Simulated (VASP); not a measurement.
A run of VASP 6.6.1 is set up as follows.

File INCAR:

```
SYSTEM = Mg5Al3
  PREC = Accurate
  ENCUT = 520
  EDIFF = 1E-6
  ISMEAR = 0
  SIGMA = 0.05
  LREAL = .FALSE.
  LASPH = .TRUE.
  NELM = 80
  ALGO = Normal
  ISIF = 2
  LWAVE = .FALSE.
  LCHARG = .FALSE.
  NBANDS = 20
```

Contents of KPOINTS:

```
regular mesh
0
G
  5 5 5
  0 0 0
```

Contents of POSCAR:

```
Mg5Al3
1.0
    0.0000000000      4.3006489462      4.3006489462
    4.3006489462      0.0000000000      4.3006489462
    4.2083377604      4.2083377604      0.0923111858
Mg Al
5 3
Direct
    0.0000000000      0.0000000000      0.0000000000
    0.0000000000      0.0000000000      0.5000000000
    0.0000000000      0.5000000000      0.0000000000
    0.5000000000      0.0000000000      0.0000000000
    0.5000000000      0.5000000000      0.0000000000
    0.0000000000      0.5000000000      0.5000000000
    0.5000000000      0.0000000000      0.5000000000
    0.5000000000      0.5000000000      0.5000000000
```

Potentials or basis: VASP PAW LDA potentials, release 64 (Mg, Al).

The run is started by

```sh
$ cat potpaw_LDA.64/Mg/POTCAR potpaw_LDA.64/Al/POTCAR > POTCAR
$ mpirun -np 1 vasp_std > vasp.out
```

(1) What does it give for the band gap on the k mesh?

(2) Estimate the pressure.

Answers

(1) zero (an odd number of electrons rules out a gap without spin polarisation).

(2) -0.3 GPa.
